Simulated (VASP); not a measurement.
**Er: single point with PBE**

The system is Er.

```xyz
2
Lattice="3.5588 0.0000 0.0000 -1.7794 3.0820 0.0000 0.0000 0.0000 5.5874" Properties=species:S:1:pos:R:3 pbc="T T T"
Er    1.7794    1.0273    4.1905
Er    0.0000    2.0547    1.3968
```

```
Program             : VASP 6.6.1
Task                : single point
Functional          : PBE
Potentials or basis : VASP PAW PBE potentials, release 64 (Er)
Cutoff              : 520 eV
k mesh              : 9 × 9 × 5
Occupations         : fermi-dirac, width 0.05 eV
Spin                : collinear spin, antiferromagnetic start
Starting moments    : [3.0, -3.0] μB
```

```
Pressure                                              : 3.0 GPa
Band gap on the k mesh                                : zero (filled and empty bands overlap)
Net moment                                            : 0.00 μB per cell
Site moments                                          : Er +2.43, -2.43 μB
Valence electrons inside the program's atomic spheres : Er 19.66
```

Stress tensor (GPa, compression positive):
```
2.16 0.00 0.00
0.00 2.16 0.00
0.00 0.00 4.67
```

Levels at points of the mesh, in eV from the Fermi level:
Spin up:
| k point | band 18 | band 19 | band 20 | band 21 | band 22 | band 23 | band 24 | band 25 | band 26 | band 27 |
| --- | --- | --- | --- | --- | --- | --- | --- | --- | --- | --- |
| (0.00, 0.00, 0.00) | -0.77 | -0.77 | -0.19 | -0.04 | -0.04 | 0.06 | 0.26 | 1.37 | 2.62 | 2.62 |
Spin down:
```tsv
k point	band 20	band 21	band 22	band 23	band 24	band 25
(0.00, 0.00, 0.00)	-0.19	-0.04	-0.04	0.06	0.26	1.37
```

It took 9.7 min on 1 thread of Intel(R) Xeon(R) Platinum 8488C (Sapphire Rapids), on a shared host, peak memory 0.28 GiB.

Caveat: the magnetic or orbital state may not be the lowest; spin-orbit coupling is left out, which moves the levels of the heavy elements. The state reached can hang on the start; a lower one may exist.
